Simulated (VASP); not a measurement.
Set up this calculation in VASP 6.6.1, as the native input.

```
Task                   : single point
Functional             : PBEsol
Potentials or basis    : VASP PAW PBE potentials, release 64 (Mo_sv)
Cutoff                 : 520 eV
k mesh                 : 24 × 24 × 20
Occupations            : gaussian, width 0.15 eV
Spin                   : no spin polarisation
Dipole correction      : no
Further INCAR settings : ALGO = Fast; EDIFF = 1e-06; NBANDS = 13
```

The structure of Mo lies in POSCAR:

```
Mo
1.0
    2.8877885796      0.0000000000      0.0000000000
   -1.4438942898      2.5008982707      0.0000000000
    0.0000000000      0.0000000000      2.2928073694
Mo
1
Direct
    0.0000000000      0.0000000000      0.5000000000
```

This cell differs from its parent crystal: ratio of the length along z to the lengths across it x 0.85, volume and fractional coordinates fixed.

The input as run:

INCAR

```
SYSTEM = Mo
PREC = Accurate ; ENCUT = 520
EDIFF = 1E-6 ; ISMEAR = 0
SIGMA = 0.15 ; LREAL = .False.
LASPH = .True. ; NELM = 80
ALGO = Fast ; ISIF = 2
LWAVE = .False. ; LCHARG = .False.
GGA = PS ; NBANDS = 13
```

KPOINTS

```
Automatic mesh
0
Gamma
  24 24 20
  0 0 0
```

Potentials or basis: VASP PAW PBE potentials, release 64 (Mo_sv).

The run is started by

```sh
$ cat potpaw_PBE.64/Mo_sv/POTCAR > POTCAR
$ mpirun -np 1 vasp_std > vasp.out
```

It gave:

| Item | Value |
| --- | --- |
| Pressure | 4.3 GPa |
| Band gap on the k mesh | zero (band 7 reaches 11.93 eV, above the bottom of band 8 at 10.10 eV) |

Caveat: the PAW data sets were made with another functional, which shifts forces and pressure a little.

It took 52 s on 1 thread of Intel(R) Xeon(R) Platinum 8375C CPU @ 2.90GHz (Ice Lake), with other jobs on the host, peak memory 0.24 GiB.
